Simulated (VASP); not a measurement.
MoPt, 2 atoms in the cell. Symmetry: P-6m2, No. 187, hexagonal system. The conventional cell has a = 2.744 Å, b = 2.744 Å, c = 4.403 Å, α = 90.00°, β = 90.00°, γ = 120.00°. Mo (site symmetry -6m2) has 6 Pt at 2.71 Å and 6 Mo at 2.74 Å within 3.6 Å. Pt (site symmetry -6m2) has 6 Mo at 2.71 Å and 6 Pt at 2.74 Å within 3.6 Å. 

- Program: VASP 6.6.1
- Task: single point
- Functional: LDA
- Potentials or basis: VASP PAW LDA potentials, release 64 (Mo_sv, Pt)
- Cutoff: 520 eV
- k mesh: 12 × 12 × 7
- Occupations: gaussian, width 0.05 eV
- Spin: no spin polarisation
- Dipole correction: no
- Further INCAR settings: ALGO = Normal; EDIFF = 1e-06; NBANDS = 19

Potentials or basis: VASP PAW LDA potentials, release 64 (Mo_sv, Pt).

Run with:

```bash
$ cat potpaw_LDA.64/Mo_sv/POTCAR potpaw_LDA.64/Pt/POTCAR > POTCAR
$ mpirun -np 1 vasp_std > vasp.out
```

Hardware: 1 thread of Intel(R) Xeon(R) 6975P-C (Granite Rapids), on a shared host.

Q: How long does it take, and how much memory?

A: Wall time 14 s on 1 thread of Intel(R) Xeon(R) 6975P-C (Granite Rapids) (shared host), peak memory 0.16 GiB. Counts: scf iterations 13, k points 76.
